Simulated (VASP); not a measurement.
Mo: single point with LDA

Crystal: Mo.

```
Mo
1.0
     2.73551    0.00000    0.00000
    -1.36776    2.36902    0.00000
     0.00000    0.00000    2.55518
Mo
1
Direct
  0.00000 0.00000 0.50000
```

This isn't the form of Mo at room conditions, which is bcc.

| Item | Value |
| --- | --- |
| Program | VASP 6.6.1 |
| Task | single point |
| Functional | LDA |
| Potentials or basis | VASP PAW LDA potentials, release 64 (Mo_sv) |
| Cutoff | 520 eV |
| k mesh | 13 × 13 × 12 |
| Occupations | fermi-dirac, width 0.1 eV |
| Spin | no spin polarisation |

```yaml
Pressure: -7.2 GPa
Band_gap_on_the_k_mesh: zero (bands 7 and 8 overlap by 1.88 eV)
```

Stress tensor (GPa, compression positive):
```
 -4.77   0.00   0.00
  0.00  -4.77   0.00
  0.00   0.00 -11.98
```

Levels at points of the mesh, in eV from the Fermi level:
| k point | band 4 | band 5 | band 6 | band 7 | band 8 | band 9 | band 10 | band 11 |
| --- | --- | --- | --- | --- | --- | --- | --- | --- |
| (0.00, 0.00, 0.00) | -34.10 | -6.77 | -4.33 | -0.90 | -0.90 | 4.10 | 4.10 | 13.05 |
| (0.00, 0.00, 0.50) | -33.97 | -3.71 | -0.08 | -0.08 | 0.08 | 0.77 | 0.77 | 10.07 |

Wall time 28 s on 1 thread of Intel Xeon 8259CL (shared host), peak memory 0.14 GiB.

Caveat: the cell stands under tension.
